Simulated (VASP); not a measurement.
Here is a VASP 6.6.1 calculation.

Contents of INCAR:

```
SYSTEM = InSb5
ALGO     = Normal         ! electronic algorithm
EDIFF    = 1E-6           ! SCF threshold, eV
EDIFFG   = -0.01          ! ionic threshold
ENCUT    = 600            ! plane-wave cutoff, eV
GGA      = PE             ! functional
IBRION   = 2              ! ionic algorithm
ISIF     = 3              ! what is computed and relaxed
ISMEAR   = 0              ! smearing method
LASPH    = .True.         ! aspherical terms in the spheres
LCHARG   = .False.        ! write CHGCAR
LREAL    = .False.        ! projectors in reciprocal space
LWAVE    = .False.        ! write WAVECAR
NELM     = 100            ! most SCF steps
NSW      = 100            ! ionic steps
PREC     = Accurate       ! precision mode
SIGMA    = 0.1            ! smearing width, eV
```

File KPOINTS:

```
k-points
0
Gamma
  6 6 6
  0 0 0
```

The input POSCAR:

```
InSb5
1.0
    7.0992643871      0.0000000000      0.0000000000
    0.0000000000      7.0992643871      0.0000000000
    0.0000000000      0.0000000000      6.1254204794
In Sb
1 5
Direct
    0.0000000000      0.0000000000      0.5000000000
    0.6995048465      0.6995048465      0.0000000000
    0.3004951535      0.3004951535      0.0000000000
    0.6995048465      0.3004951535      0.0000000000
    0.3004951535      0.6995048465      0.0000000000
    0.0000000000      0.0000000000      0.0000000000
```

Potentials or basis: VASP PAW PBE potentials, release 64 (In_d, Sb).

Command:

```bash
$ cat potpaw_PBE.64/In_d/POTCAR potpaw_PBE.64/Sb/POTCAR > POTCAR
$ mpirun -np 1 vasp_std > vasp.out
```

(1) Predict the space group after relaxing (to 0.1 Å).

(2) Predict the relaxed volume.

Results:

(1) P4/mmm (No. 123).

(2) 52.54 Å³/atom.
